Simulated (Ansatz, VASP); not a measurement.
## Two plane-wave programs on Y3S

```
Y S
1.0
    -2.21144    2.21144    5.35680
     2.21144   -2.21144    5.35680
     2.21144    2.21144   -5.35680
Y S
3 1
Direct
  0.50000 0.50000 0.00000
  0.25000 0.75000 0.50000
  0.75000 0.25000 0.50000
  0.00000 0.00000 0.00000
```

Alike in both runs: functional PBE; k mesh 14 × 14 × 14; occupations gaussian, width 0.1 eV; no spin polarisation.

Ansatz relaxed the structure, and its values are those at the end. VASP's run is a single point on that final structure, the one shown.

|  | VASP | Ansatz |
| --- | --- | --- |
| version | VASP 6.6.1 | Ansatz 0.2.0 |
| potentials or method | VASP PAW PBE potentials, release 64 (Y_sv, S), cutoff 520 eV | scalar-relativistic, plane waves, PAW |
| valence electrons in the cell | 39 | 39 |

|  | VASP | Ansatz | Ansatz less VASP |
| --- | --- | --- | --- |
| gap on the k mesh at the Fermi level (eV) | none | none | - |
| pressure (GPa) | -0.1 | 0.0 | +0.08 |

A gap of «none» marks a metal or a gap that the smearing closes. The functional is the same, so the differences come from potentials, cutoffs and numerics.
